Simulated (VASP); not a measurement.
GdN:

```
CELL_PARAMETERS angstrom
0.00000 2.49950 2.49950
2.49950 0.00000 2.49950
2.49950 2.49950 0.00000
ATOMIC_POSITIONS crystal
Gd 0.50000 0.50000 0.50000
N 0.00000 0.00000 0.00000
```

Base run:

```yaml
Program: VASP 6.6.1
Functional: r2SCAN
Dispersion: rVV10
Potentials_or_basis: VASP PAW PBE potentials, release 64 (Gd, N)
Cutoff: 520 eV
k_mesh: 8 × 8 × 8
Occupations: gaussian, width 0.05 eV
Spin: collinear spin, ferromagnetic start
Starting_moments: "[7.63, 0.0] μB"
Hubbard_terms: Gd f U = 4.0 eV
```

Its results: band gap on the k mesh zero (filled and empty bands overlap); pressure -2.4 GPa; net moment 7.00 μB per cell; site moments Gd +6.83; N -0.14 μB.

**Question.** The run is repeated on the same cell with these changes: dispersion from rVV10 to none. What comes out?

**Answer.** Band gap on the k mesh zero (filled and empty bands overlap); pressure -1.1 GPa; net moment 7.00 μB per cell; site moments Gd +6.83; N -0.14 μB.

Dispersion adds attraction, which lowers the pressure at fixed volume.

Caveats: the PAW data sets were made with another functional, which shifts forces and pressure a little; spin-orbit coupling is left out, which moves the levels of the heavy elements; a cell with one magnetic atom can't hold antiferromagnetic order, which such compounds often take.
